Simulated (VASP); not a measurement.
A run of VASP 6.6.1 is set up as follows.

Contents of INCAR:

```
SYSTEM = Si
ALGO = Normal
EDIFF = 1E-6
ENCUT = 520
GGA = PE
ISIF = 2
ISMEAR = 0
ISPIN = 2
IVDW = 12
LASPH = .True.
LCHARG = .True.
LELF = .True.
LORBIT = 11
LREAL = Auto
LUSENCCL = .False.
LVHAR = .True.
LWAVE = .False.
MAGMOM = 0 0 0 0 0 0 0 0 0 0 0 0.13 0 0 0 0 0 0 0 0 0 0 0 0 0 0 0 0 0 0 0 0 0 0 0.11 0 0 0 0 0 0 0 0 0 0 0 0 0 0 0 0 0 0 0 0 0 0 0 0 0 0 0 0
NBANDS = 167
NELECT = 251.0
NELM = 150
PREC = Accurate
SIGMA = 0.02
```

File KPOINTS:

```
k-points
0
Gamma
  1 1 1
  0 0 0
```

The input POSCAR:

```
Si
1.0
   10.8600000000      0.0000000000      0.0000000000
    0.0000000000     10.8600000000      0.0000000000
    0.0000000000      0.0000000000     10.8600000000
Si
63
Direct
    0.5039761510     -0.0121650092      0.0109334254
    0.6265029466      0.1263055249      0.1251254144
    0.7513023941      0.2509147330     -0.0015661142
    0.8732808471      0.3779064457      0.1257377532
    0.7505529466      0.0015377532      0.2488823204
    0.8748873849      0.1266681400      0.3766923573
    0.0023353591     -0.0009353591      0.0011476980
    0.1319695212      0.1184023020      0.1266627993
    0.2517926335      0.2475947514      0.0016660221
    0.3751715470      0.3753551565      0.1250444751
    0.4998743094      0.4987040516     -0.0019766114
    0.6128744015      0.6381612339      0.1205583794
    0.7517444751      0.7504593923     -0.0021692449
    0.8754114180      0.8753410681      0.1247437385
    0.2615355433     -0.0121573665      0.2538114180
    0.3749699816      0.1267765193      0.3765361878
    0.4997403315      0.2501101289      0.2495783610
    0.6230648250      0.3778816759      0.3730039595
    0.7424373849      0.5074972376      0.2479732044
    0.8724081952      0.6264738490      0.3735115101
    0.4986871087      0.0015794659      0.5005024862
    0.6268774401      0.1264195212      0.6244361878
    0.7489529466      0.2532332413      0.4985048803
    0.8749220074      0.3757639042      0.6251256906
    0.7506217311      0.0022939227      0.7497410681
    0.8772908840      0.1248471455      0.8761490792
    0.0000423573      0.4987773481     -0.0019137201
    0.1243427256      0.6239473297      0.1258359116
    0.2594104052      0.7462132597      0.0088415285
    0.4381163904      0.8128106814      0.1864351750
    0.0012357274      0.2479098527      0.2489487109
    0.1235685083      0.3746136280      0.3762462247
    0.2484670350      0.4991734807      0.2495262431
    0.3711576427      0.6371883057      0.3641211786
    0.6154058932      0.8792368324      0.3658395948
   -0.0006188766      0.0019533149      0.5006466851
    0.1260518416      0.1247597606      0.6268284530
    0.2485953959      0.2511693370      0.5009650092
    0.3750044199      0.3775595764      0.6242127072
    0.4982231123      0.5066394107      0.4931305709
    0.6239342541      0.6261110497      0.6224256906
    0.7443213628      0.7514780847      0.4941551565
    0.8737474217      0.8765313996      0.6243106814
    0.2509358195     -0.0006674033      0.7523619705
    0.3766829650      0.1184716390      0.8819464088
    0.4997843462      0.2476554328      0.7507313996
    0.6262678637      0.3742622468      0.8736876611
    0.7488706262      0.5006837017      0.7478696133
    0.8756419890      0.6234217311      0.8740100368
   -0.0005876611      0.7501209945      0.2499153775
    0.1232488950      0.8750081031      0.3766527624
   -0.0024637201      0.5006816759      0.4984580110
    0.1242293738      0.6233034070      0.6247735727
    0.2483488029      0.7509923573      0.5010792818
    0.3746453959      0.8755546961      0.6257540516
   -0.0000319521      0.2497179558      0.7495099448
    0.1259186924      0.3722412523      0.8761547882
    0.2478523941      0.4990953959      0.7501486188
    0.3761002762      0.6238717311      0.8741046041
    0.5002244015      0.7499441068      0.7489769797
    0.6266987109      0.8745251381      0.8734625230
    0.0011324125      0.7489848987      0.7503115101
    0.1304714549      0.8740092081      0.8805854512
```

Potentials or basis: VASP PAW PBE potentials, release 64 (Si).

The run is started by

```sh
$ cat potpaw_PBE.64/Si/POTCAR > POTCAR
$ mpirun -np 1 vasp_gam > vasp.out
```

(1) What does it give for the dispersion energy per atom?

(2) Predict the largest force.

(3) What does it give for the net moment?

Results:

(1) -0.317 eV.

(2) 0.012 eV/Å.

(3) 1.00 μB per cell.

Caveat: the k points lie up to 0.58 Å⁻¹ apart; the cell carries a net charge on a neutralising background, which shifts energy and pressure.
